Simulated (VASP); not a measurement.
Input of a VASP 6.6.1 run:

File INCAR:

```
SYSTEM = Zn
PREC = Accurate
ENCUT = 520
EDIFF = 1E-6
ISMEAR = 0
SIGMA = 0.1
LREAL = Auto
LASPH = .True.
NELM = 100
ALGO = Normal
ISIF = 2
LWAVE = .False.
LCHARG = .False.
GGA = CA
NBANDS = 116
```

The input KPOINTS:

```
Automatic mesh
0
Gamma
  2 2 3
  0 0 0
```

The input POSCAR:

```
Zn
1.0
    7.9977453100      0.0000000100      0.0000000000
   -3.9988726600      6.9262506100      0.0000000000
    0.0000000000      0.0000000000      4.9584000700
Zn
17
Direct
    0.1183500990      0.2218470115      0.2496293124
    0.2248509513      0.1139177662      0.7487719723
    0.0918113542      0.5370793245      0.2497997303
    0.2255585757      0.4458221586      0.7519001991
    0.0963722800      0.8843197198      0.2506459710
    0.2265184340      0.7815722102      0.7489583228
    0.4531134366      0.2193615393      0.2514286831
    0.5644050991      0.1147298934      0.7570639616
    0.4491218314      0.5614792497      0.2486160823
    0.5648213632      0.4511985157      0.7484924467
    0.4203590208      0.8703251348      0.2492719390
    0.5636832681      0.7822907803      0.7428591780
    0.8920625077      0.1101689838      0.7469780469
    0.7767916967      0.5552060139      0.2492977538
    0.8927909972      0.4469569707      0.7482810882
    0.7673759595      1.1347279264      0.2485271423
    0.8917570435      0.7825119673      0.7540135824
```

Potentials or basis: VASP PAW LDA potentials, release 64 (Zn).

The run is started by

```bash
$ cat potpaw_LDA.64/Zn/POTCAR > POTCAR
$ mpirun -np 1 vasp_std > vasp.out
```

Problem. Estimate the largest force.

Solution. 0.407 eV/Å.

Problem. Estimate the pressure.

Solution. -8.4 GPa.

Problem. Predict the band gap on the k mesh.

Solution. Zero (bands 102 and 103 overlap by 1.68 eV).

Stress tensor (GPa, compression positive):
```
-11.80   0.46  -0.03
  0.46 -11.98   0.01
 -0.03   0.01  -1.38
```

Caveat: the k points lie up to 0.45 Å⁻¹ apart, too coarse for converged energies and pressures of a metal.
